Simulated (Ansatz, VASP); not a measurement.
**Ge in VASP and in Ansatz**

```
CELL_PARAMETERS angstrom
0.00000 2.83601 2.83601
2.83601 0.00000 2.83601
2.83601 2.83601 0.00000
ATOMIC_POSITIONS crystal
Ge 0.50000 0.50000 0.50000
Ge 0.75000 0.75000 0.75000
```

Alike in both runs: task single point; functional r2SCAN; k mesh 10 × 10 × 10; occupations fermi-dirac, width 0.05 eV; no spin polarisation.

|  | VASP | Ansatz |
| --- | --- | --- |
| version | VASP 6.6.1 | Ansatz 0.2.0 |
| potentials or method | VASP PAW PBE potentials, release 64 (Ge_d), cutoff 520 eV | plane waves (800 eV) with PAW, scalar-relativistic |
| valence electrons in the cell | 28 | 28 |

```csv
,VASP,Ansatz,Ansatz less VASP
pressure (GPa),0.1,0.1,-0.04
```

VASP's potentials were made for PBE, not for r2SCAN.
